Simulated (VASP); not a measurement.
Crystal: LuAs.

```xyz
2
Lattice="0.0000 2.8382 2.8382 2.8382 0.0000 2.8382 2.8382 2.8382 0.0000" Properties=species:S:1:pos:R:3 pbc="T T T"
Lu    2.8382    2.8382    2.8382
As    0.0000    0.0000    0.0000
```

```yaml
Program: VASP 6.6.1
Task: relaxation of cell and atoms
Functional: PBEsol
Potentials_or_basis: VASP PAW PBE potentials, release 64 (Lu, As)
Cutoff: 600 eV
k_mesh: 8 × 8 × 8
Occupations: methfessel-paxton, width 0.1 eV
Spin: no spin polarisation
```

At the start: pressure -2.4 GPa; volume 22.86 Å³/atom.

Q: How do energy, volume and symmetry change on relaxing?

A: Over 3 steps the energy falls by 5.1 meV/atom and the volume is 22.20 Å³/atom (-2.9 %); space group Fm-3m (No. 225, to 0.1 Å) before and after.

Step by step:
| step | energy change (eV) | largest force (eV/Å) | pressure (GPa) | volume (Å³) |
| --- | --- | --- | --- | --- |
| 1 | 0.0000 | 0.0000 | -2.39 | 45.73 |
| 2 | -0.0051 | 0.0000 | 1.85 | 43.50 |
| 3 | -0.0102 | 0.0000 | 0.00 | 44.40 |

Final structure:
```xyz
2
Lattice="0.0000 2.8105 2.8105 2.8105 0.0000 2.8105 2.8105 2.8105 0.0000" Properties=species:S:1:pos:R:3 pbc="T T T"
Lu    2.8105    2.8105    2.8105
As    0.0000    0.0000    0.0000
```

Caveat: the PAW data sets were made with another functional, which shifts forces and pressure a little.
